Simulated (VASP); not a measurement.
A run of VASP 6.6.1:

The input POSCAR:

```
TiRh
1.0
    2.9397980227      0.0000000000      0.0000000000
    0.0000000000      2.9397980227      0.0000000000
    0.0000000000      0.0000000000      3.4607562064
Ti Rh
1 1
Direct
    0.5000000000      0.5000000000      0.5000000000
    0.0000000000      0.0000000000      0.0000000000
```

File INCAR.step1:

```
ALGO = Normal
EDIFF = 1E-4
ENCUT = 520
GGA = PE
ISMEAR = 0
LASPH = True
LCHARG = False
LREAL = False
LWAVE = True
NBANDS = 20
NELM = 100
PREC = Accurate
SIGMA = 0.15
```

INCAR.step2

```
ALGO = Normal
EDIFF = 1E-6
ENCUT = 520
ISIF = 2
ISMEAR = 0
ISTART = 1
LASPH = True
LCHARG = False
LMIXTAU = True
LREAL = False
LWAVE = False
METAGGA = R2SCAN
NBANDS = 20
NELM = 100
PREC = Accurate
SIGMA = 0.15
```

KPOINTS

```
k-points
0
Gamma
  18 18 16
```

Potentials or basis: VASP PAW PBE potentials, release 64 (Ti_sv, Rh_pv).

Run with:

```sh
$ cat potpaw_PBE.64/Ti_sv/POTCAR potpaw_PBE.64/Rh_pv/POTCAR > POTCAR
$ cp INCAR.step1 INCAR
$ mpirun -np 1 vasp_std > vasp.out
$ cp INCAR.step2 INCAR
$ mpirun -np 1 vasp_std > vasp.out
```

Hardware: 1 thread of Intel Xeon 8259CL, on a shared host.

Q: Estimate the wall time of this run.

A: Wall time 23 min on 1 thread of Intel Xeon 8259CL, with other jobs on the host, peak memory 0.4 GiB. Counts: k points 495.
